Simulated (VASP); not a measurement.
# Sb (Fm-3m) in VASP: notebook

Runs on Sb. Level: PBEsol. Tasks: single point.

Program: VASP 6.6.1. These are calculated values, not measurements. Logs are shortened: lines on timing, memory, paths and dates and some standing lists are left out, and cuts for length are marked.

### 1 The cell of the first run

The structure is cubic, space group Fm-3m (No. 225). Conventional cell: a = 4.715 Å, b = 4.715 Å, c = 4.715 Å, α = 90.00°, β = 90.00°, γ = 90.00°. Sb (site symmetry m-3m) has 12 Sb at 3.33 Å within 4.4 Å.

### 2 Single point, PBEsol

Input file INCAR:

```
  PREC = Accurate
  ENCUT = 520
  EDIFF = 1E-7
  ISMEAR = -1
  SIGMA = 0.1
  LREAL = F
  LASPH = T
  NELM = 100
  ALGO = Normal
  ISIF = 2
  LWAVE = F
  LCHARG = F
  GGA = PS
  NBANDS = 12
```

Input file KPOINTS:

```
Automatic mesh
0
Gamma
  11 11 8
```

Input file POSCAR:

```
Sb
1.0
    2.3573854937      2.3573854937      0.0000000000
   -2.3573854937      2.3573854937      0.0000000000
    0.0000000000      0.0000000000      4.7147709874
Sb
2
Direct
    0.0000000000      0.0000000000      0.0000000000
    0.5000000000      0.5000000000      0.5000000000
```

Potentials or basis: VASP PAW PBE potentials, release 64 (Sb).

Started as:

```
cat potpaw_PBE.64/Sb/POTCAR > POTCAR
mpirun -np 1 vasp_std > vasp.out
```

OUTCAR:

```text
PREC = Accurate
   ENCUT = 520
   EDIFF = 1E-7
   ISMEAR = -1
   LREAL = F
   LASPH = T
   NELM = 100
   ISIF = 2
   GGA = PS

 ion  position               nearest neighbor table
   1  0.000  0.000  0.000-   2 3.33   2 3.33   2 3.33   2 3.33   2 3.33   2 3.33   2 3.33   2 3.33

   2  0.500  0.500  0.500-   1 3.33   1 3.33   1 3.33   1 3.33   1 3.33   1 3.33   1 3.33   1 3.33

  LATTYP: Found a simple tetragonal cell.
 ALAT       =     3.3338465369
 C/A-ratio  =     1.4142135624

  Lattice vectors:

 A1 = (   2.3573854937,   2.3573854937,   0.0000000000)
 A2 = (  -2.3573854937,   2.3573854937,   0.0000000000)
 A3 = (   0.0000000000,   0.0000000000,   4.7147709874)

Analysis of symmetry for initial positions (statically):
=====================================================================
 Subroutine PRICEL returns following result:

  LATTYP: Found a face centered cubic cell.
 ALAT       =     4.7147709874

  Lattice vectors:

 A1 = (   0.0000000000,  -2.3573854937,  -2.3573854937)
 A2 = (   2.3573854937,   0.0000000000,  -2.3573854937)
 A3 = (   2.3573854937,  -2.3573854937,  -0.0000000000)

   2 primitive cells build up your supercell.

 Routine SETGRP: Setting up the symmetry group for a
 simple tetragonal supercell.

 Subroutine GETGRP returns: Found 16 space group operations
 (whereof 16 operations were pure point group operations)
 out of a pool of 16 trial point group operations.

The static configuration has the point symmetry D_4h.

Analysis of symmetry for dynamics (positions and initial velocities):
=====================================================================
 Subroutine PRICEL returns following result:

  LATTYP: Found a face centered cubic cell.
 ALAT       =     4.7147709874

  Lattice vectors:

 A1 = (   0.0000000000,  -2.3573854937,  -2.3573854937)
 A2 = (   2.3573854937,   0.0000000000,  -2.3573854937)
 A3 = (   2.3573854937,  -2.3573854937,  -0.0000000000)

   2 primitive cells build up your supercell.

 Routine SETGRP: Setting up the symmetry group for a
 simple tetragonal supercell.

 Subroutine GETGRP returns: Found 16 space group operations
 (whereof 16 operations were pure point group operations)
 out of a pool of 16 trial point group operations.

The dynamic configuration has the point symmetry D_4h.

[... 95 lines left out ...]
   NELM   =    100;   NELMIN=  2; NELMDL= -5     # of ELM steps
   EDIFF  = 0.1E-06   stopping-criterion for ELM
   LREAL  =      F    real-space projection
   EDIFFG = 0.1E-05   stopping-criterion for IOM
   NSW    =      0    number of steps for IOM
   IBRION =     -1    ionic relax: 0-MD 1-quasi-New 2-CG
   NFREE  =      0    steps in history (QN), initial steepest desc. (CG)
   ISIF   =      2    stress and relaxation
   ISYM   =      2    0-nonsym 1-usesym 2-fastsym
   POTIM  = 0.5000    time-step for ionic-motion
   TEBEG  =    0.0;   TEEND  =   0.0 temperature during run
   PSTRESS=    0.0 pullay stress
   NELECT =      10.0000    total number of electrons
   NUPDOWN=      -1.0000    fix difference up-down
   EMIN   =  10.00;   EMAX   =-10.00  energy-range for DOS
   EFERMI =   0.00;   METHOD = LEGACY
   ISMEAR =    -1;   SIGMA  =   0.10  broadening in eV -4-tet -1-fermi 0-gaus
   EFERMI_NEDOS =   21; number of points for ismear=-14 and -15
   IALGO  =     38    algorithm
   IMIX   =      4    mixing-type and parameters
     AMIX     =   0.40;   BMIX     =  1.00
     AMIX_MAG =   1.60;   BMIX_MAG =  1.00
  volume/ion in A,a.u.               =      26.20       176.81
  Fermi-wavevector in a.u.,A,eV,Ry     =   0.942521  1.781106 12.086671  0.888345
  Thomas-Fermi vector in A             =   2.070138
   LORBIT       =      0    0 simple, 1 ext, 2 COOP (PROOUT), +10 PAW based schemes
   GGA     = PS    functional components
   LHFCALC =     F    Hartree Fock is set to
   AEXX    =    0.0000 exact exchange contribution
   IVDW    =     0    specifies the selected vdW correction
   LEPSILON=     F    determine dielectric tensor
   LRPA    =     F    only Hartree local field effects (RPA)
 non-spin polarized calculation
  energy-cutoff  :      520.00
  volume of cell :       52.40
 maximum number of plane-waves:      1427
 NGX is ok and might be reduce to    28

 number of electron      10.0000001 magnetization

 Free energy of the ion-electron system (eV)
  ---------------------------------------------------
  ext. energy  EPLUGINS =         0.00000000
  ---------------------------------------------------
  free energy    TOTEN  =        -8.62007141 eV

  energy without entropy =       -8.57621864  energy(sigma->0) =       -8.59814502

 E-fermi :   8.7633     XC(G=0): -10.4528

 val. band max:        8.7578079503   @ k =   0.0909   0.0000   0.2500
 cond. band min:       8.7675421198   @ k =   0.3636   0.1818   0.1250
 fundamental gap:      0.0097341695
 Fermi energy:         8.7632922963

 k-point     1 :       0.0000    0.0000    0.0000
  band No.  band energies     occupation
      1      -4.4190      2.00000
      2       1.1926      2.00000
      3       3.6592      2.00000
      4       9.1157      0.05725
      5       9.1157      0.05725
      6      12.8875      0.00000
      7      13.3439      0.00000
      8      14.2528      0.00000
      9      14.2534      0.00000
     10      14.2534      0.00000
     11      18.8168      0.00000
     12      18.8174      0.00000
[... 331 lines left out ...]
 k-point    24 :       0.1818    0.0000    0.1250
  band No.  band energies     occupation
      1      -3.8670      2.00000
      2       0.6888      2.00000
      3       4.6702      2.00000
      4       6.8850      2.00000
      5       9.6841      0.00020
      6      10.5972      0.00000
      7      13.2691      0.00000
      8      13.5790      0.00000
      9      13.9008      0.00000
     10      16.8179      0.00000
     11      17.4382      0.00000
     12      19.4115      0.00000

 [... further k-points ...]
[... 5 lines left out ...]
  --------------------------------------------------------------------------------------
  -------------------------------------------------------------------------------------
  Total        0.0173025      0.0173025     -0.1509986      0.0000000      0.0000000      0.0000000
  in kB        0.5290148      0.5290148     -4.6167012      0.0000000      0.0000000      0.0000000
  external PRESSURE =      -1.1862239 kB  Pullay stress =       0.0000000 kB

 VOLUME and BASIS-vectors are now :
 -----------------------------------------------------------------------------
  energy-cutoff  :      520.00
  volume of cell :       52.40
      direct lattice vectors                 reciprocal lattice vectors
     2.357385494  2.357385494  0.000000000     0.212099379  0.212099379  0.000000000
    -2.357385494  2.357385494  0.000000000    -0.212099379  0.212099379  0.000000000
     0.000000000  0.000000000  4.714770987     0.000000000  0.000000000  0.212099379

 POSITION                                       TOTAL-FORCE (eV/Angst)
 -----------------------------------------------------------------------------------
      0.00000      0.00000      0.00000        -0.000000      0.000000      0.000000
      0.00000      2.35739      2.35739         0.000000     -0.000000     -0.000000
 -----------------------------------------------------------------------------------
    total drift:                               -0.000000      0.000000      0.000000

  FREE ENERGIE OF THE ION-ELECTRON SYSTEM (eV)
  ---------------------------------------------------
  free  energy   TOTEN  =        -8.6200714103 eV

  energy  without entropy=       -8.5762186389  energy(sigma->0) =       -8.59814502
```

stdout:

```text
POSCAR found type information on POSCAR Sb
 POSCAR found :  1 types and       2 ions
 scaLAPACK will be used
 -----------------------------------------------------------------------------
|                                                                             |
|                                                                             |
|     You enforced a specific xc type in the INCAR file but a different       |
|     I HOPE YOU KNOW WHAT YOU ARE DOING!                                     |
|                                                                             |
 -----------------------------------------------------------------------------

 LDA part: xc-table for (Slater+PW92), standard interpolation
 POSCAR, INCAR and KPOINTS ok, starting setup
 FFT: planning ... GRIDC
 FFT: planning ... GRID_SOFT
 FFT: planning ... GRID
 WAVECAR not read
 entering main loop
```

Run time: 27 s. Hardware: 1 thread of Intel Xeon Platinum 8559C (Emerald Rapids), shared host; peak memory 0.2 GiB.

Results:

- Free energy: -8.6201 eV
- Pressure: -0.1 GPa
- Band gap on the k mesh: zero (band 5 reaches 12.44 eV, above the bottom of band 6 at 5.53 eV)

Caveat: the PAW data sets were made with another functional, which shifts forces and pressure a little; spin-orbit coupling is left out, which moves the levels of the heavy elements.

### 3 Single point, PBEsol

This run uses another cell than the first one: it holds 1 atom, not 2.

Input file INCAR:

```
SYSTEM = Sb
PREC = Accurate
ENCUT = 500
EDIFF = 1E-6
ISMEAR = -1
SIGMA = 0.1
LREAL = .False.
LASPH = .True.
NELM = 120
ALGO = Normal
ISIF = 2
LWAVE = .False.
LCHARG = .False.
GGA = PS
NBANDS = 8
GGA_COMPAT = .False.
```

Input file KPOINTS:

```
Automatic mesh
0
Gamma
  16 16 16
  0 0 0
```

Input file POSCAR:

```
Sb
1.0
    0.0000000000      2.3573854937      2.3573854937
    2.3573854937      0.0000000000      2.3573854937
    2.3573854937      2.3573854937      0.0000000000
Sb
1
Direct
    0.0000000000      0.0000000000      0.0000000000
```

Potentials or basis: VASP PAW PBE potentials, release 64 (Sb).

Started as:

```
cat potpaw_PBE.64/Sb/POTCAR > POTCAR
mpirun -np 1 vasp_std > vasp.out
```

Run time: 15 s. Hardware: 1 thread of Intel Xeon Platinum 8375C at 2.90GHz (Ice Lake), shared host; peak memory 0.15 GiB.

The run converged. Its results:

| Property | Result |
| --- | --- |
| Free energy | -4.3068 eV |
| Pressure | 0.0 GPa |

Levels at points of the mesh, in eV from the Fermi level:
| k point | band 1 | band 2 | band 3 | band 4 | band 5 | band 6 | band 7 |
| --- | --- | --- | --- | --- | --- | --- | --- |
| (0.00, 0.00, 0.00) | -13.15 | 5.53 | 5.53 | 5.53 | 10.09 | 10.09 | 10.09 |
| (0.50, 0.00, 0.00) | -9.24 | -6.00 | 3.77 | 3.77 | 8.37 | 9.20 | 9.20 |
| (0.50, 0.50, 0.00) | -7.54 | -5.07 | 0.39 | 0.39 | 4.16 | 4.62 | 17.83 |

Caveat: the PAW data sets were made with another functional, which shifts forces and pressure a little; spin-orbit coupling is left out, which moves the levels of the heavy elements.

### 4 Single point, PBEsol

This run uses another cell than the first one: it holds 1 atom, not 2.

Input file INCAR:

```
PREC     = Accurate       # precision mode
ENCUT    = 500            # plane-wave cutoff, eV
EDIFF    = 1E-6           # SCF threshold, eV
ISMEAR   = -1             # smearing method
SIGMA    = 0.1            # smearing width, eV
LREAL    = False          # projectors in reciprocal space
LASPH    = True           # aspherical terms in the spheres
NELM     = 120            # most SCF steps
ALGO     = Normal         # electronic algorithm
ISIF     = 2              # what is computed and relaxed
LWAVE    = False          # write WAVECAR
LCHARG   = False          # write CHGCAR
GGA      = PS             # functional
NBANDS   = 8              # bands
GGA_COMPAT= False
```

Input file KPOINTS:

```
regular mesh
0
Gamma
  16 16 16
```

Input file POSCAR:

```
Sb
1.0
    0.0000000000      2.3573840929      2.3573840929
    2.3573840929      0.0000000000      2.3573840929
    2.3573840929      2.3573840929      0.0000000000
Sb
1
Direct
    0.0000000000      0.0000000000      0.0000000000
```

Potentials or basis: VASP PAW PBE potentials, release 64 (Sb).

Started as:

```
cat potpaw_PBE.64/Sb/POTCAR > POTCAR
mpirun -np 1 vasp_std > vasp.out
```

OUTCAR:

```text
PREC = Accurate
   ENCUT = 500
   EDIFF = 1E-6
   ISMEAR = -1
   LREAL = False
   LASPH = True
   NELM = 120
   ISIF = 2
   GGA = PS

 ion  position               nearest neighbor table
   1  0.000  0.000  0.000-

  LATTYP: Found a face centered cubic cell.
 ALAT       =     4.7147681858

  Lattice vectors:

 A1 = (   0.0000000000,   2.3573840929,   2.3573840929)
 A2 = (   2.3573840929,   0.0000000000,   2.3573840929)
[... 189 lines left out ...]
      8      18.9883      0.00000
[... 243 lines left out ...]
 k-point    24 :      -0.0625    0.0625    0.0000
  band No.  band energies     occupation
      1      -4.2065      2.00000
      2      12.7456      0.00000
      3      13.3093      0.00000
      4      14.2823      0.00000
      5      17.7903      0.00000
      6      18.9647      0.00000
      7      19.4772      0.00000
      8      21.3556      0.00000

 [... further k-points ...]
[... 5 lines left out ...]
  --------------------------------------------------------------------------------------
  -------------------------------------------------------------------------------------
  Total       -0.0028467     -0.0028467     -0.0028467     -0.0000000     -0.0000000      0.0000000
  in kB       -0.1740758     -0.1740758     -0.1740758     -0.0000000     -0.0000000      0.0000000
  external PRESSURE =      -0.1740758 kB  Pullay stress =       0.0000000 kB

 VOLUME and BASIS-vectors are now :
 -----------------------------------------------------------------------------
  energy-cutoff  :      500.00
  volume of cell :       26.20
      direct lattice vectors                 reciprocal lattice vectors
     0.000000000  2.357384093  2.357384093    -0.212099505  0.212099505  0.212099505
     2.357384093  0.000000000  2.357384093     0.212099505 -0.212099505  0.212099505
     2.357384093  2.357384093  0.000000000     0.212099505  0.212099505 -0.212099505

 POSITION                                       TOTAL-FORCE (eV/Angst)
 -----------------------------------------------------------------------------------
      0.00000      0.00000      0.00000         0.000000      0.000000      0.000000
 -----------------------------------------------------------------------------------
    total drift:                                0.000000      0.000000      0.000000

  FREE ENERGIE OF THE ION-ELECTRON SYSTEM (eV)
  ---------------------------------------------------
  free  energy   TOTEN  =        -4.3068434974 eV

  energy  without entropy=       -4.2818888718  energy(sigma->0) =       -4.29436618
```

OSZICAR:

```text
N       E                     dE             d eps       ncg     rms          rms(c)
DAV:   1     0.435608578412E+01    0.43561E+01   -0.16011E+03  2352   0.392E+02
DAV:   2    -0.422275684245E+01   -0.85788E+01   -0.82287E+01  3296   0.517E+01
DAV:   3    -0.431401726286E+01   -0.91260E-01   -0.90581E-01  2776   0.605E+00
DAV:   4    -0.431427466345E+01   -0.25740E-03   -0.25740E-03  3656   0.403E-01
DAV:   5    -0.431427511358E+01   -0.45013E-06   -0.44912E-06  2888   0.101E-02    0.171E+00
DAV:   6    -0.430949530136E+01    0.47798E-02   -0.21091E-03  2872   0.217E-01    0.979E-01
DAV:   7    -0.430685000780E+01    0.26453E-02   -0.42504E-03  2568   0.308E-01    0.409E-02
DAV:   8    -0.430684353349E+01    0.64743E-05   -0.41431E-05  3208   0.519E-02    0.706E-03
DAV:   9    -0.430684349741E+01    0.36082E-07   -0.40027E-07  3312   0.486E-03
   1 F= -.43068435E+01 E0= -.42943662E+01  d E =-.249546E-01
```

Run time: 15 s. Hardware: 1 thread of Intel Xeon Platinum 8375C at 2.90GHz (Ice Lake), shared host; peak memory 0.15 GiB.

What came out:

- Free energy: -4.3068 eV
- Pressure: 0.0 GPa

Caveat: the PAW data sets were made with another functional, which shifts forces and pressure a little; spin-orbit coupling is left out, which moves the levels of the heavy elements.
